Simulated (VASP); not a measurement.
# Li (P6_3/mmc) in VASP: notebook

The runs below take Li through single point, with PBEsol.

Program: VASP 6.6.1. These are calculated values, not measurements. Logs are shortened: lines on timing, memory, paths and dates and some standing lists are left out, and cuts for length are marked.

## (1) The cell of the first run

Symmetry: P6_3/mmc, No. 194, hexagonal system. The conventional cell has a = 2.522 Å, b = 2.522 Å, c = 4.159 Å, α = 90.00°, β = 90.00°, γ = 120.00°. Within 3.3 Å of Li (site symmetry -6m2) lie 12 Li at 2.52 to 2.54 Å.

This isn't the form of Li at room conditions, which is bcc.

## (2) Single point, PBEsol

INCAR

```
PREC = Accurate
ENCUT = 520
EDIFF = 1E-7
ISMEAR = -1
SIGMA = 0.1
LREAL = F
LASPH = T
NELM = 80
ALGO = Normal
ISIF = 2
LWAVE = F
LCHARG = F
GGA = PS
NBANDS = 10
```

KPOINTS

```
regular mesh
0
Gamma
  16 16 9
```

POSCAR

```
Li
1.0
    2.5216080762      0.0000000000      0.0000000000
   -1.2608040381      2.1837766524      0.0000000000
    0.0000000000      0.0000000000      4.1593737064
Li
2
Direct
    0.3333333333      0.6666666667      0.2500000000
    0.6666666667      0.3333333333      0.7500000000
```

Potentials or basis: VASP PAW PBE potentials, release 64 (Li_sv).

Started as:

```console
$ cat potpaw_PBE.64/Li_sv/POTCAR > POTCAR
$ mpirun -np 1 vasp_std > vasp.out
```

OUTCAR:

```text
PREC = Accurate
   ENCUT = 520
   EDIFF = 1E-7
   ISMEAR = -1
   LREAL = F
   LASPH = T
   NELM = 80
   ISIF = 2
   GGA = PS

 ion  position               nearest neighbor table
   1  0.333  0.667  0.250-   2 2.54   2 2.54   2 2.54   2 2.54   2 2.54   2 2.54
   2  0.667  0.333  0.750-   1 2.54   1 2.54   1 2.54   1 2.54   1 2.54   1 2.54

  LATTYP: Found a hexagonal cell.
 ALAT       =     2.5216080762
 C/A-ratio  =     1.6494925384

  Lattice vectors:

 A1 = (   2.5216080762,   0.0000000000,   0.0000000000)
 A2 = (  -1.2608040381,   2.1837766524,   0.0000000000)
 A3 = (   0.0000000000,   0.0000000000,   4.1593737064)

Analysis of symmetry for initial positions (statically):
=====================================================================
 Subroutine PRICEL returns:
 Original cell was already a primitive cell.

 Routine SETGRP: Setting up the symmetry group for a
 hexagonal supercell.

 Subroutine GETGRP returns: Found 24 space group operations
 (whereof 12 operations were pure point group operations)
 out of a pool of 24 trial point group operations.

The static configuration has the point symmetry D_3d.
 The point group associated with its full space group is D_6h.

Analysis of symmetry for dynamics (positions and initial velocities):
=====================================================================
 Subroutine PRICEL returns:
 Original cell was already a primitive cell.

 Routine SETGRP: Setting up the symmetry group for a
 hexagonal supercell.

 Subroutine GETGRP returns: Found 24 space group operations
 (whereof 12 operations were pure point group operations)
 out of a pool of 24 trial point group operations.

The dynamic configuration has the point symmetry D_3d.
 The point group associated with its full space group is D_6h.

 Subroutine INISYM returns: Found 24 space group operations
 (whereof 12 operations are pure point group operations),
 and found     1 'primitive' translations

----------------------------------------------------------------------------------------

                                     Primitive cell

  volume of cell :      22.9041

  direct lattice vectors                    reciprocal lattice vectors
     2.521608076  0.000000000  0.000000000     0.396572334  0.228961144  0.000000000
    -1.260804038  2.183776652  0.000000000     0.000000000  0.457922287  0.000000000
     0.000000000  0.000000000  4.159373706     0.000000000  0.000000000  0.240420811

  length of vectors
     2.521608076  2.521608076  4.159373706     0.457922287  0.457922287  0.240420811

  position of ions in fractional coordinates (direct lattice)
     0.333333333  0.666666667  0.250000000
     0.666666667  0.333333333  0.750000000

  ion indices of the primitive-cell ions
   primitive index   ion index
                 1           1
                 2           2

----------------------------------------------------------------------------------------

 KPOINTS: regular mesh

Automatic generation of k-mesh.
 Grid dimensions read from file:
 generate k-points for:   16   16    9

 Generating k-lattice:

  Cartesian coordinates                     Fractional coordinates (reciprocal lattice)
     0.024785771  0.014310071  0.000000000     0.062500000  0.000000000  0.000000000
     0.000000000  0.028620143  0.000000000     0.000000000  0.062500000  0.000000000
     0.000000000  0.000000000  0.026713423     0.000000000  0.000000000  0.111111111

  Length of vectors
     0.028620143  0.028620143  0.026713423

  Shift w.r.t. Gamma in fractional coordinates (k-lattice)
     0.000000000  0.000000000  0.000000000

 Subroutine IBZKPT returns following result:
 ===========================================

 Found    150 irreducible k-points:

 Following reciprocal coordinates:
            Coordinates               Weight
  0.000000  0.000000  0.000000      1.000000
  0.062500  0.000000  0.000000      6.000000
  0.125000  0.000000  0.000000      6.000000
  0.187500  0.000000  0.000000      6.000000
  0.250000  0.000000  0.000000      6.000000
  0.312500  0.000000  0.000000      6.000000
[... 16 lines left out ...]
  0.187500  0.187500  0.000000      6.000000
  0.250000  0.187500  0.000000     12.000000
 [... further k-points ...]
   k-points           NKPTS =    150   k-points in BZ     NKDIM =    150   number of bands    NBANDS=     10
   number of dos      NEDOS =    301   number of ions     NIONS =      2
   total plane-waves  NPLWV =  12800
   dimension x,y,z NGX =    20 NGY =   20 NGZ =   32
   dimension x,y,z NGXF=    40 NGYF=   40 NGZF=   64
   ions per type =               2
   NGX,Y,Z   is equivalent  to a cutoff of  13.19, 13.19, 12.79 a.u.
   NGXF,Y,Z  is equivalent  to a cutoff of  26.37, 26.37, 25.58 a.u.
 SYSTEM =  unknown system
   PREC   = accura    normal or accurate (medium, high low for compatibility)
   ISTART =      0    job   : 0-new  1-cont  2-samecut
   ICHARG =      2    charge: 1-file 2-atom 10-const
   ISPIN  =      1    spin polarized calculation?
   LNONCOLLINEAR =      F non collinear calculations
   LSORBIT =      F    spin-orbit coupling
   LASPH  =      T    aspherical Exc in radial PAW
   ENCUT  =  520.0 eV  38.22 Ry    6.18 a.u.   4.69  4.69  7.73*2*pi/ulx,y,z
   NELM   =     80;   NELMIN=  2; NELMDL= -5     # of ELM steps
   EDIFF  = 0.1E-06   stopping-criterion for ELM
   LREAL  =      F    real-space projection
   EDIFFG = 0.1E-05   stopping-criterion for IOM
   NSW    =      0    number of steps for IOM
   IBRION =     -1    ionic relax: 0-MD 1-quasi-New 2-CG
   NFREE  =      0    steps in history (QN), initial steepest desc. (CG)
   ISIF   =      2    stress and relaxation
   ISYM   =      2    0-nonsym 1-usesym 2-fastsym
   POTIM  = 0.5000    time-step for ionic-motion
   TEBEG  =    0.0;   TEEND  =   0.0 temperature during run
   PSTRESS=    0.0 pullay stress
   NELECT =       6.0000    total number of electrons
   NUPDOWN=      -1.0000    fix difference up-down
   EMIN   =  10.00;   EMAX   =-10.00  energy-range for DOS
   EFERMI =   0.00;   METHOD = LEGACY
   ISMEAR =    -1;   SIGMA  =   0.10  broadening in eV -4-tet -1-fermi 0-gaus
   EFERMI_NEDOS =   21; number of points for ismear=-14 and -15
   IALGO  =     38    algorithm
   IMIX   =      4    mixing-type and parameters
     AMIX     =   0.40;   BMIX     =  1.00
     AMIX_MAG =   1.60;   BMIX_MAG =  1.00
  volume/ion in A,a.u.               =      11.45        77.28
  Fermi-wavevector in a.u.,A,eV,Ry     =   1.047500  1.979488 14.929075  1.097256
  Thomas-Fermi vector in A             =   2.182383
   LORBIT       =      0    0 simple, 1 ext, 2 COOP (PROOUT), +10 PAW based schemes
   GGA     = PS    functional components
   LHFCALC =     F    Hartree Fock is set to
   AEXX    =    0.0000 exact exchange contribution
   IVDW    =     0    specifies the selected vdW correction
   LEPSILON=     F    determine dielectric tensor
   LRPA    =     F    only Hartree local field effects (RPA)
 non-spin polarized calculation
  energy-cutoff  :      520.00
  volume of cell :       22.90
 maximum number of plane-waves:       634
 NGX is ok and might be reduce to    20
   NGX =  9   NGY =  9   NGZ = 15

 number of electron       5.9999996 magnetization

 Free energy of the ion-electron system (eV)
  ---------------------------------------------------
  ext. energy  EPLUGINS =         0.00000000
  ---------------------------------------------------
  free energy    TOTEN  =        -3.22358895 eV

  energy without entropy =       -3.19948470  energy(sigma->0) =       -3.21153682

 E-fermi :   2.6448     XC(G=0):  -8.5735

 val. band max:        2.6324656601   @ k =   0.1875   0.0625   0.2222
 cond. band min:       2.6802021021   @ k =   0.2500   0.2500   0.3333
 fundamental gap:      0.0477364420
 Fermi energy:         2.6448439979

 k-point     1 :       0.0000    0.0000    0.0000
  band No.  band energies     occupation
      1     -42.5151      2.00000
      2     -42.3663      2.00000
      3      -1.4026      2.00000
      4       2.2212      1.97150
      5       8.0094      0.00000
      6      21.1816      0.00000
      7      21.1816      0.00000
      8      23.1252      0.00000
      9      23.1252      0.00000
     10      23.7887      0.00000

 k-point     2 :       0.0625    0.0000    0.0000
  band No.  band energies     occupation
      1     -42.5097      2.00000
      2     -42.3638      2.00000
      3      -1.3341      2.00000
      4       2.3424      1.90734
      5       7.9873      0.00000
      6      20.1584      0.00000
      7      20.3860      0.00000
      8      23.1882      0.00000
      9      23.6889      0.00000
     10      23.7219      0.00000

 k-point     3 :       0.1250    0.0000    0.0000
  band No.  band energies     occupation
      1     -42.4947      2.00000
      2     -42.3568      2.00000
      3      -1.1288      2.00000
      4       2.7061      0.70304
      5       7.9170      0.00000
      6      18.0844      0.00000
      7      19.1170      0.00000
      8      23.2970      0.00000
      9      23.3786      0.00000
     10      23.9878      0.00000

 k-point     4 :       0.1875    0.0000    0.0000
  band No.  band energies     occupation
      1     -42.4717      2.00000
      2     -42.3465      2.00000
      3      -0.7826      2.00000
      4       3.3117      0.00254
      5       7.7785      0.00000
      6      15.9309      0.00000
      7      17.9264      0.00000
      8      21.8067      0.00000
      9      21.9849      0.00000
     10      23.5472      0.00000
[... 222 lines left out ...]
 k-point    22 :       0.4375    0.1250    0.0000
  band No.  band energies     occupation
      1     -42.3535      2.00000
      2     -42.3153      2.00000
      3       2.7101      0.68463
      4       4.8004      0.00000
      5       9.6322      0.00000
      6      10.8839      0.00000
      7      11.0870      0.00000
      8      12.2409      0.00000
      9      18.2741      0.00000
     10      20.2399      0.00000

 k-point    23 :       0.1875    0.1875    0.0000
  band No.  band energies     occupation
      1     -42.4078      2.00000
      2     -42.3229      2.00000
      3       0.5113      2.00000
      4       5.4825      0.00000
      5       7.4335      0.00000
      6      11.2470      0.00000
      7      14.4594      0.00000
      8      18.0578      0.00000
      9      20.2204      0.00000
     10      20.7958      0.00000

 k-point    24 :       0.2500    0.1875    0.0000
  band No.  band energies     occupation
      1     -42.3830      2.00000
      2     -42.3170      2.00000
      3       1.2488      2.00000
      4       6.6787      0.00000
      5       7.1085      0.00000
      6       9.8289      0.00000
      7      13.4118      0.00000
      8      16.1037      0.00000
      9      18.8978      0.00000
     10      20.1529      0.00000

 [... further k-points ...]

------------------------ aborting loop because EDIFF is reached ----------------------------------------

  FORCE on cell =-STRESS in cart. coord.  units (eV):
  Direction    XX          YY          ZZ          XY          YZ          ZX
  --------------------------------------------------------------------------------------
  -------------------------------------------------------------------------------------
  Total        2.8370420      2.8370420      2.8375131      0.0000000      0.0000000      0.0000000
  in kB      198.4552538    198.4552538    198.4882106      0.0000000      0.0000000      0.0000000
  external PRESSURE =     198.4662394 kB  Pullay stress =       0.0000000 kB

 VOLUME and BASIS-vectors are now :
 -----------------------------------------------------------------------------
  energy-cutoff  :      520.00
  volume of cell :       22.90
      direct lattice vectors                 reciprocal lattice vectors
     2.521608076  0.000000000  0.000000000     0.396572334  0.228961144  0.000000000
    -1.260804038  2.183776652  0.000000000     0.000000000  0.457922287  0.000000000
     0.000000000  0.000000000  4.159373706     0.000000000  0.000000000  0.240420811

 POSITION                                       TOTAL-FORCE (eV/Angst)
 -----------------------------------------------------------------------------------
     -0.00000      1.45585      1.03984        -0.000000      0.000000      0.000000
      1.26080      0.72793      3.11953         0.000000     -0.000000      0.000000
 -----------------------------------------------------------------------------------
    total drift:                               -0.000000      0.000000      0.000000

  FREE ENERGIE OF THE ION-ELECTRON SYSTEM (eV)
  ---------------------------------------------------
  free  energy   TOTEN  =        -3.2235889487 eV

  energy  without entropy=       -3.1994846957  energy(sigma->0) =       -3.21153682
```

Wall time 17 s (1 thread of AMD EPYC 7R13 (Zen 3), shared host); peak memory 0.11 GiB.

Results:

```
Free energy            : -3.2236 eV
Band gap on the k mesh : zero (bands 3 and 4 overlap by 4.98 eV)
```

Caveat: the cutoff is under 1.25 times the usual one of these potentials, so pressure, stress and relaxed cells hold a basis-set (Pulay) error; the PAW data sets were made with another functional, which shifts forces and pressure a little.

## (3) Single point, PBEsol

This run uses another cell than the first one, of 20.22 Å³/atom.

INCAR

```
SYSTEM = Li
ALGO     = Normal         ! electronic algorithm
EDIFF    = 1E-7           ! SCF threshold, eV
ENCUT    = 520            ! plane-wave cutoff, eV
GGA      = PS             ! functional
ISIF     = 2              ! what is computed and relaxed
ISMEAR   = -1             ! smearing method
LASPH    = .True.         ! aspherical terms in the spheres
LCHARG   = .False.        ! write CHGCAR
LREAL    = .False.        ! projectors in reciprocal space
LWAVE    = .False.        ! write WAVECAR
NBANDS   = 10             ! bands
NELM     = 60             ! most SCF steps
PREC     = Accurate       ! precision mode
SIGMA    = 0.1            ! smearing width, eV
```

KPOINTS

```
k-points
0
Gamma
  16 16 9
  0 0 0
```

POSCAR

```
Li
1.0
    3.0555033943      0.0000000000      0.0000000000
   -1.5277516971      2.6461435608      0.0000000000
    0.0000000000      0.0000000000      5.0023327958
Li
2
Direct
    0.3333333333      0.6666666667      0.2500000000
    0.6666666667      0.3333333333      0.7500000000
```

Potentials or basis: VASP PAW PBE potentials, release 64 (Li_sv).

Started as:

```console
$ cat potpaw_PBE.64/Li_sv/POTCAR > POTCAR
$ mpirun -np 1 vasp_std > vasp.out
```

Run time: 30 s. Hardware: 1 thread of AMD EPYC 7R13 (Zen 3), shared host; peak memory 0.15 GiB.

It converged, with:

```yaml
Free_energy: -3.9517 eV
Band_gap_on_the_k_mesh: zero (bands 3 and 4 overlap by 3.98 eV)
```

Levels at points of the mesh, in eV from the Fermi level:
```tsv
k point	band 1	band 2	band 3	band 4	band 5	band 6	band 7	band 8
(0.00, 0.00, 0.00)	-45.90	-45.89	-3.55	-0.03	2.92	12.52	12.52	13.92
(0.50, 0.00, 0.00)	-45.89	-45.88	-0.08	1.05	4.69	5.84	6.26	7.89
```

Caveat: the cutoff is under 1.25 times the usual one of these potentials, so pressure, stress and relaxed cells hold a basis-set (Pulay) error; the PAW data sets were made with another functional, which shifts forces and pressure a little.
